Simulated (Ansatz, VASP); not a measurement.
**One calculation of Ge, two programs**

```
CELL_PARAMETERS angstrom
0.00000 2.90850 2.67582
2.90850 0.00000 2.67582
2.90850 2.90850 0.00000
ATOMIC_POSITIONS crystal
Ge 0.50000 0.50000 0.50000
Ge 0.75000 0.75000 0.75000
```

Alike in both runs: task single point; functional PBE; k mesh 16 × 16 × 16; occupations gaussian, width 0.15 eV; no spin polarisation.

```csv
,VASP,Ansatz
version,VASP 6.6.1,Ansatz 0.2.0
potentials or method,"VASP PAW PBE potentials, release 64 (Ge_d), cutoff 520 eV","scalar-relativistic, plane waves, PAW"
valence electrons in the cell,28,28
```

VASP gave:

| Property | Result |
| --- | --- |
| gap on the k mesh at the Fermi level (eV) | none |
| pressure (GPa) | 3.5 |
| traceless stress, the component that is largest in VASP (GPa) | 3.25 |

**Question.** What did Ansatz give for the same quantities?

**Answer.** gap on the k mesh at the Fermi level (eV): none; pressure (GPa): 3.6; traceless stress, the component that is largest in VASP (GPa): 3.23.

A gap of «none» marks a metal or a gap that the smearing closes. The functional is the same, so the differences come from potentials, cutoffs and numerics.
